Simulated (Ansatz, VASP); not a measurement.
# Na2MgScC6N6: VASP beside Ansatz

INCAR

```
ALGO = Normal ; EDIFF = 1E-7
EDIFFG = -0.04 ; ENCUT = 600
GGA = PE ; IBRION = 2
ISIF = 3 ; ISMEAR = 0
LASPH = T ; LCHARG = F
LREAL = Auto ; LWAVE = F
NELM = 60 ; NSW = 90
PREC = Accurate ; SIGMA = 0.1
```

KPOINTS

```
k-points
0
Gamma
  4 4 4
```

Contents of POSCAR:

```
Na2MgScC6N6
1.0
    0.0000000000      5.2670000000      5.2670000000
    5.2670000000      0.0000000000      5.2670000000
    5.2670000000      5.2670000000      0.0000000000
Na Mg Sc C N
2 1 1 6 6
Direct
    0.2500000000      0.2500000000      0.2500000000
    0.7500000000      0.7500000000      0.7500000000
    0.5000000000      0.5000000000      0.5000000000
    0.0000000000      0.0000000000      0.0000000000
    0.8080501200      0.1919498800      0.1919498800
    0.1919498800      0.8080501200      0.1919498800
    0.1919498800      0.1919498800      0.8080501200
    0.1919498800      0.8080501200      0.8080501200
    0.8080501200      0.1919498800      0.8080501200
    0.8080501200      0.8080501200      0.1919498800
    0.6969812000      0.3030188000      0.3030188000
    0.3030188000      0.6969812000      0.3030188000
    0.3030188000      0.3030188000      0.6969812000
    0.3030188000      0.6969812000      0.6969812000
    0.6969812000      0.3030188000      0.6969812000
    0.6969812000      0.6969812000      0.3030188000
```

Input for Ansatz:

```yaml
crystal:
  lattice:
    - [0.0, 5.267, 5.267]
    - [5.267, 0.0, 5.267]
    - [5.267, 5.267, 0.0]
  atoms:
    - { symbol: Na, position: [0.25, 0.25, 0.25] }
    - { symbol: Na, position: [0.75, 0.75, 0.75] }
    - { symbol: Mg, position: [0.5, 0.5, 0.5] }
    - { symbol: Sc, position: [0.0, 0.0, 0.0] }
    - { symbol: C, position: [0.80805012, 0.19194988, 0.19194988] }
    - { symbol: C, position: [0.19194988, 0.80805012, 0.19194988] }
    - { symbol: C, position: [0.19194988, 0.19194988, 0.80805012] }
    - { symbol: C, position: [0.19194988, 0.80805012, 0.80805012] }
    - { symbol: C, position: [0.80805012, 0.19194988, 0.80805012] }
    - { symbol: C, position: [0.80805012, 0.80805012, 0.19194988] }
    - { symbol: "N", position: [0.6969812, 0.3030188, 0.3030188] }
    - { symbol: "N", position: [0.3030188, 0.6969812, 0.3030188] }
    - { symbol: "N", position: [0.3030188, 0.3030188, 0.6969812] }
    - { symbol: "N", position: [0.3030188, 0.6969812, 0.6969812] }
    - { symbol: "N", position: [0.6969812, 0.3030188, 0.6969812] }
    - { symbol: "N", position: [0.6969812, 0.6969812, 0.3030188] }
basis:
  ecutwfc: 420
kpoints:
  mp_grid: { grid: [4, 4, 4] }
hamiltonian:
  xc: pbe
scf:
  occupations: { method: gaussian, width: 0.1 }
  lower_state_search: "off"
output:
  forces: true
  stress: true
  eigenvalues: true
relax:
  adjacent_minimum: "off"
  f_tol: 0.04
  max_steps: 70
  cell: { stress_tol: 0.4 }
```

Alike in both runs: task relaxation of cell and atoms; functional PBE; k mesh 4 × 4 × 4; occupations gaussian, width 0.1 eV; no spin polarisation.

|  | VASP | Ansatz |
| --- | --- | --- |
| version | VASP 6.6.1 | Ansatz 0.2.0 |
| potentials or method | VASP PAW PBE potentials, release 64 (Na_pv, Mg, Sc_sv, C, N), cutoff 600 eV | scalar-relativistic, plane waves, PAW |
| valence electrons in the cell | 81 | 93 |

```tsv
	VASP	Ansatz	Ansatz less VASP
gap on the k mesh at the Fermi level, each at its own relaxed structure (eV)	none	none	-
relaxed volume (Å³/atom)	22.15	22.11	-0.045
relaxed cell length with the largest relative difference (Å)	7.943	7.938	-0.0054
```

A gap of «none» marks a metal or a gap that the smearing closes. VASP's potentials hold 81 valence electrons a cell and Ansatz's 93, so a difference there can come from the potentials and not from the codes.

Noted on VASP's run: the standard files for N, O and F lose accuracy on very short bonds; the volume moved by over 15 % at a fixed basis, so the end points are rough.
